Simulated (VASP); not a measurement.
Input of a VASP 6.6.1 run:

The input INCAR:

```
ALGO     = Normal         # electronic algorithm
EDIFF    = 1E-6           # SCF threshold, eV
ENCUT    = 520            # plane-wave cutoff, eV
GGA      = PS             # functional
ISIF     = 2              # what is computed and relaxed
ISMEAR   = -1             # smearing method
LASPH    = True           # aspherical terms in the spheres
LCHARG   = False          # write CHGCAR
LREAL    = False          # projectors in reciprocal space
LWAVE    = False          # write WAVECAR
NBANDS   = 44             # bands
NELM     = 100            # most SCF steps
PREC     = Accurate       # precision mode
SIGMA    = 0.05           # smearing width, eV
```

KPOINTS

```
k-points
0
Gamma
  7 7 7
```

The input POSCAR:

```
SiO2
1.0
   -2.8378980000      2.8378980000      5.6602100000
    2.8378980000     -2.8378980000      5.6602100000
    2.8378980000      2.8378980000     -5.6602100000
Si O
4 8
Direct
    0.8750000000      0.2636180000      0.8886180000
    0.0136180000      0.6250000000      0.8886180000
    0.7363820000      0.1250000000      0.1113820000
    0.3750000000      0.9863820000      0.1113820000
    0.6337270000      0.1337270000      0.5000000000
    0.4678770000      0.9678770000      0.9357540000
    0.0321230000      0.5321230000      0.0642460000
    0.1162730000      0.1162730000      0.0000000000
    0.8837270000      0.8837270000      0.0000000000
    0.8662730000      0.3662730000      0.5000000000
    0.2821230000      0.7178770000      0.0000000000
    0.7178770000      0.2821230000      0.0000000000
```

Potentials or basis: VASP PAW PBE potentials, release 64 (Si, O).

The run is started by

```sh
$ cat potpaw_PBE.64/Si/POTCAR potpaw_PBE.64/O/POTCAR > POTCAR
$ mpirun -np 1 vasp_std > vasp.out
```

Problem. What does it give for the pressure?

Solution. -1.8 GPa.

Problem. Predict the band gap on the k mesh.

Solution. 4.82 eV.

Problem. Predict the largest force.

Solution. 0.150 eV/Å.

Stress tensor (GPa, compression positive):
```
-1.53  0.00  0.00
 0.00 -1.53  0.00
 0.00  0.00 -2.42
```

Caveat: the PAW data sets were made with another functional, which shifts forces and pressure a little; an odd mesh through Γ misses points on the zone boundary, where band edges can lie.
